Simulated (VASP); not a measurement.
Input of a VASP 6.6.1 run:

The input INCAR:

```
SYSTEM = Sn
  ALGO = Normal
  EDIFF = 1E-6
  ENCUT = 520
  GGA = CA
  ISIF = 2
  ISMEAR = -1
  LASPH = .True.
  LCHARG = .False.
  LREAL = .False.
  LWAVE = .False.
  NBANDS = 13
  NELM = 80
  PREC = Accurate
  SIGMA = 0.08
```

Contents of KPOINTS:

```
k-points
0
Gamma
  14 14 14
  0 0 0
```

POSCAR

```
Sn
1.0
   -1.3655547753      1.3655547753      1.3655547753
    1.3655547753     -1.3655547753      1.3655547753
    1.3655547753      1.3655547753     -1.3655547753
Sn
1
Direct
    0.0000000000      0.0000000000      0.0000000000
```

Potentials or basis: VASP PAW LDA potentials, release 64 (Sn_d).

Launch:

```console
$ cat potpaw_LDA.64/Sn_d/POTCAR > POTCAR
$ mpirun -np 1 vasp_std > vasp.out
```

**Question.** Estimate the band gap on the k mesh.

**Answer.** Zero (band 7 reaches 38.88 eV, above the bottom of band 8 at 23.19 eV).

**Question.** Predict the pressure.

**Answer.** 506.1 GPa.

Caveat: spin-orbit coupling is left out, which moves the levels of the heavy elements.
